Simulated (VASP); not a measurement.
# Sn (Immm) in VASP: notebook

The runs below take Sn through single point, with PBEsol.

All numbers are computed with VASP 6.6.1; they aren't measurements. Logs are shortened: lines on timing, memory, paths and dates and some standing lists are left out, and cuts for length are marked.

**1. The cell of the first run**

Symmetry: Immm, No. 71, orthorhombic system. Conventional cell: a = 3.395 Å, b = 3.491 Å, c = 4.597 Å, α = 90.00°, β = 90.00°, γ = 90.00°. Sn (site symmetry mmm) has 12 Sn at 3.35 to 3.49 Å within 4.4 Å.

**2. Single point, PBEsol**

INCAR reads:

```
PREC     = Accurate       # precision mode
ENCUT    = 520            # plane-wave cutoff, eV
EDIFF    = 1E-6           # SCF threshold, eV
ISMEAR   = -1             # smearing method
SIGMA    = 0.1            # smearing width, eV
LREAL    = False          # projectors in reciprocal space
LASPH    = True           # aspherical terms in the spheres
NELM     = 80             # most SCF steps
ALGO     = Normal         # electronic algorithm
ISIF     = 2              # what is computed and relaxed
LWAVE    = False          # write WAVECAR
LCHARG   = False          # write CHGCAR
GGA      = PS             # functional
NBANDS   = 13             # bands
```

KPOINTS reads:

```
Automatic mesh
0
Gamma
  12 12 12
```

POSCAR reads:

```
Sn
1.0
   -1.6972699728      1.7454471682      2.2987014268
    1.6972699728     -1.7454471682      2.2987014268
    1.6972699728      1.7454471682     -2.2987014268
Sn
1
Direct
    0.0000000000      0.0000000000      0.0000000000
```

Potentials or basis: VASP PAW PBE potentials, release 64 (Sn_d).

Run with:

```
> cat potpaw_PBE.64/Sn_d/POTCAR > POTCAR
> mpirun -np 1 vasp_std > vasp.out
```

OUTCAR:

```text
PREC = Accurate
   ENCUT = 520
   EDIFF = 1E-6
   ISMEAR = -1
   LREAL = False
   LASPH = True
   NELM = 80
   ISIF = 2
   GGA = PS

 ion  position               nearest neighbor table
   1  0.000  0.000  0.000-

  LATTYP: Found a body centered orthorhombic cell.
 ALAT       =     3.3945399456
 B/A-ratio  =     1.0283851103
 C/A-ratio  =     1.3543522619

  Lattice vectors:

 A1 = (  -1.6972699728,   1.7454471682,   2.2987014268)
 A2 = (   1.6972699728,  -1.7454471682,   2.2987014268)
 A3 = (   1.6972699728,   1.7454471682,  -2.2987014268)

Analysis of symmetry for initial positions (statically):
=====================================================================
 Subroutine PRICEL returns:
 Original cell was already a primitive cell.

 Routine SETGRP: Setting up the symmetry group for a
 body centered orthorhombic supercell.

 Subroutine GETGRP returns: Found  8 space group operations
 (whereof  8 operations were pure point group operations)
 out of a pool of  8 trial point group operations.

The static configuration has the point symmetry D_2h.

Analysis of symmetry for dynamics (positions and initial velocities):
=====================================================================
 Subroutine PRICEL returns:
 Original cell was already a primitive cell.

 Routine SETGRP: Setting up the symmetry group for a
 body centered orthorhombic supercell.

 Subroutine GETGRP returns: Found  8 space group operations
 (whereof  8 operations were pure point group operations)
 out of a pool of  8 trial point group operations.

The dynamic configuration has the point symmetry D_2h.

 Subroutine INISYM returns: Found  8 space group operations
 (whereof  8 operations are pure point group operations),
 and found     1 'primitive' translations

----------------------------------------------------------------------------------------

                                     Primitive cell

  volume of cell :      27.2396

  direct lattice vectors                    reciprocal lattice vectors
    -1.697269973  1.745447168  2.298701427     0.000000000  0.286459544  0.217514112
     1.697269973 -1.745447168  2.298701427     0.294590730  0.000000000  0.217514112
     1.697269973  1.745447168 -2.298701427     0.294590730  0.286459544  0.000000000

[... 84 lines left out ...]
   NSW    =      0    number of steps for IOM
   IBRION =     -1    ionic relax: 0-MD 1-quasi-New 2-CG
   NFREE  =      0    steps in history (QN), initial steepest desc. (CG)
   ISIF   =      2    stress and relaxation
   ISYM   =      2    0-nonsym 1-usesym 2-fastsym
   POTIM  = 0.5000    time-step for ionic-motion
   TEBEG  =    0.0;   TEEND  =   0.0 temperature during run
   PSTRESS=    0.0 pullay stress
   NELECT =      14.0000    total number of electrons
   NUPDOWN=      -1.0000    fix difference up-down
   EMIN   =  10.00;   EMAX   =-10.00  energy-range for DOS
   EFERMI =   0.00;   METHOD = LEGACY
   ISMEAR =    -1;   SIGMA  =   0.10  broadening in eV -4-tet -1-fermi 0-gaus
   EFERMI_NEDOS =   21; number of points for ismear=-14 and -15
   IALGO  =     38    algorithm
   IMIX   =      4    mixing-type and parameters
     AMIX     =   0.40;   BMIX     =  1.00
     AMIX_MAG =   1.60;   BMIX_MAG =  1.00
  volume/ion in A,a.u.               =      27.24       183.82
  Fermi-wavevector in a.u.,A,eV,Ry     =   1.311346  2.478085 23.396980  1.719630
  Thomas-Fermi vector in A             =   2.441814
   LORBIT       =      0    0 simple, 1 ext, 2 COOP (PROOUT), +10 PAW based schemes
   GGA     = PS    functional components
   LHFCALC =     F    Hartree Fock is set to
   AEXX    =    0.0000 exact exchange contribution
   IVDW    =     0    specifies the selected vdW correction
   LEPSILON=     F    determine dielectric tensor
   LRPA    =     F    only Hartree local field effects (RPA)
 non-spin polarized calculation
  energy-cutoff  :      520.00
  volume of cell :       27.24
 maximum number of plane-waves:       748
 NGX is ok and might be reduce to    28
   NGX = 13   NGY = 13   NGZ = 13

 number of electron      14.0000002 magnetization

 Free energy of the ion-electron system (eV)
  ---------------------------------------------------
  ext. energy  EPLUGINS =         0.00000000
  ---------------------------------------------------
  free energy    TOTEN  =        -4.23327390 eV

  energy without entropy =       -4.21256572  energy(sigma->0) =       -4.22291981

 E-fermi :   7.9567     XC(G=0): -10.4920

 val. band max:        7.9467987312   @ k =   0.2500   0.2500   0.0000
 cond. band min:       7.9666095366   @ k =   0.2500   0.0833   0.0000
 fundamental gap:      0.0198108055
 Fermi energy:         7.9566604719

 k-point     1 :       0.0000    0.0000    0.0000
  band No.  band energies     occupation
      1     -13.5186      2.00000
      2     -13.5024      2.00000
      3     -13.4763      2.00000
      4     -13.4403      2.00000
      5     -13.4019      2.00000
      6      -3.1838      2.00000
      7      15.3712      0.00000
      8      15.5139      0.00000
      9      15.9613      0.00000
     10      18.6494      0.00000
     11      19.3970      0.00000
     12      19.9116      0.00000
     13      20.0888      0.00000
[... 354 lines left out ...]
  band No.  band energies     occupation
      1     -13.4991      2.00000
      2     -13.4776      2.00000
      3     -13.4513      2.00000
      4     -13.3852      2.00000
      5     -13.3604      2.00000
      6       0.3759      2.00000
      7       5.3767      2.00000
      8       9.9580      0.00000
      9      13.6730      0.00000
     10      16.8569      0.00000
     11      20.0140      0.00000
     12      20.8889      0.00000
     13      22.9448      0.00000

 [... further k-points ...]

------------------------ aborting loop because EDIFF is reached ----------------------------------------

  FORCE on cell =-STRESS in cart. coord.  units (eV):
  Direction    XX          YY          ZZ          XY          YZ          ZX
  --------------------------------------------------------------------------------------
  -------------------------------------------------------------------------------------
  Total       -0.1846531     -0.3205780     -0.2825456     -0.0000000      0.0000000      0.0000000
  in kB      -10.8609322    -18.8557608    -16.6187722     -0.0000000      0.0000000      0.0000000
  external PRESSURE =     -15.4451551 kB  Pullay stress =       0.0000000 kB

 VOLUME and BASIS-vectors are now :
 -----------------------------------------------------------------------------
  energy-cutoff  :      520.00
  volume of cell :       27.24
      direct lattice vectors                 reciprocal lattice vectors
    -1.697269973  1.745447168  2.298701427     0.000000000  0.286459544  0.217514112
     1.697269973 -1.745447168  2.298701427     0.294590730  0.000000000  0.217514112
     1.697269973  1.745447168 -2.298701427     0.294590730  0.286459544  0.000000000

 POSITION                                       TOTAL-FORCE (eV/Angst)
 -----------------------------------------------------------------------------------
      0.00000      0.00000      0.00000         0.000000     -0.000000     -0.000000
 -----------------------------------------------------------------------------------
    total drift:                               -0.000000     -0.000000     -0.000000

  FREE ENERGIE OF THE ION-ELECTRON SYSTEM (eV)
  ---------------------------------------------------
  free  energy   TOTEN  =        -4.2332739016 eV

  energy  without entropy=       -4.2125657215  energy(sigma->0) =       -4.22291981
```

OSZICAR:

```text
N       E                     dE             d eps       ncg     rms          rms(c)
DAV:   1     0.796514654048E+02    0.79651E+02   -0.71558E+03  7492   0.160E+03
DAV:   2     0.140485546076E+01   -0.78247E+02   -0.75753E+02  7745   0.337E+02
DAV:   3    -0.413654879564E+01   -0.55414E+01   -0.55205E+01  8646   0.729E+01
DAV:   4    -0.424952038223E+01   -0.11297E+00   -0.11295E+00  8859   0.111E+01
DAV:   5    -0.425337030276E+01   -0.38499E-02   -0.38498E-02  9626   0.201E+00    0.132E+00
DAV:   6    -0.423812891318E+01    0.15241E-01   -0.16132E-02  9363   0.224E+00    0.708E-01
DAV:   7    -0.423355235516E+01    0.45766E-02   -0.88439E-03  9415   0.156E+00    0.113E-01
DAV:   8    -0.423327331132E+01    0.27904E-03   -0.69653E-04  8965   0.457E-01    0.190E-02
DAV:   9    -0.423327357034E+01   -0.25902E-06   -0.12714E-05 10128   0.437E-02    0.111E-02
DAV:  10    -0.423327390159E+01   -0.33125E-06   -0.78102E-07  6173   0.999E-03
   1 F= -.42332739E+01 E0= -.42229198E+01  d E =-.207082E-01
```

stdout:

```text
POSCAR found type information on POSCAR Sn
 POSCAR found :  1 types and       1 ions
 scaLAPACK will be used
 -----------------------------------------------------------------------------
|                                                                             |
|                                                                             |
|     You enforced a specific xc type in the INCAR file but a different       |
|     I HOPE YOU KNOW WHAT YOU ARE DOING!                                     |
|                                                                             |
 -----------------------------------------------------------------------------

 LDA part: xc-table for (Slater+PW92), standard interpolation
 POSCAR, INCAR and KPOINTS ok, starting setup
 FFT: planning ... GRIDC
 FFT: planning ... GRID_SOFT
 FFT: planning ... GRID
 WAVECAR not read
 entering main loop
```

It took 80 s on 1 thread of Intel Xeon 6975P-C (Granite Rapids), shared host; peak memory 0.22 GiB.

What came out:

```yaml
Free_energy: -4.2333 eV
Pressure: -1.5 GPa
Band_gap_on_the_k_mesh: zero (band 7 reaches 15.37 eV, above the bottom of band 8 at 5.91 eV)
```

Stress tensor (GPa, compression positive):
```
-1.09  0.00  0.00
 0.00 -1.89  0.00
 0.00  0.00 -1.66
```

Caveat: the PAW data sets were made with another functional, which shifts forces and pressure a little; spin-orbit coupling is left out, which moves the levels of the heavy elements.

[end of part 1 of 2]
